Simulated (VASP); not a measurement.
Wanted: the native input for a VASP 6.6.1 run.

```
Task                   : single point
Functional             : PBE
Potentials or basis    : VASP PAW PBE potentials, release 64 (Na_pv)
Cutoff                 : 520 eV
k mesh                 : 14 × 14 × 14
Occupations            : gaussian, width 0.1 eV
Spin                   : no spin polarisation
Dipole correction      : no
Further INCAR settings : ALGO = Fast; EDIFF = 1e-06; NBANDS = 10
```

The structure of Na lies in POSCAR:

```
Na
1.0
   -2.0075158403      2.0075158403      2.0075158403
    2.0075158403     -2.0075158403      2.0075158403
    2.0075158403      2.0075158403     -2.0075158403
Na
1
Direct
    0.0000000000      0.0000000000      0.0000000000
```

This cell differs from its parent crystal: volume scaled by 0.88.

The input as run:

INCAR

```
SYSTEM = Na
PREC     = Accurate       ! precision mode
ENCUT    = 520            ! plane-wave cutoff, eV
EDIFF    = 1E-6           ! SCF threshold, eV
ISMEAR   = 0              ! smearing method
SIGMA    = 0.1            ! smearing width, eV
LREAL    = .False.        ! projectors in reciprocal space
LASPH    = .True.         ! aspherical terms in the spheres
NELM     = 80             ! most SCF steps
ALGO     = Fast           ! electronic algorithm
ISIF     = 2              ! what is computed and relaxed
LWAVE    = .False.        ! write WAVECAR
LCHARG   = .False.        ! write CHGCAR
GGA      = PE             ! functional
NBANDS   = 10             ! bands
```

KPOINTS

```
Automatic mesh
0
Gamma
  14 14 14
  0 0 0
```

Potentials or basis: VASP PAW PBE potentials, release 64 (Na_pv).

Launch:

```bash
$ cat potpaw_PBE.64/Na_pv/POTCAR > POTCAR
$ mpirun -np 1 vasp_std > vasp.out
```

It gave:

```yaml
Pressure: 1.2 GPa
```

Run time: 22 s on 1 thread of Intel(R) Xeon(R) Platinum 8375C CPU @ 2.90GHz (Ice Lake) (shared host), peak memory 0.16 GiB.
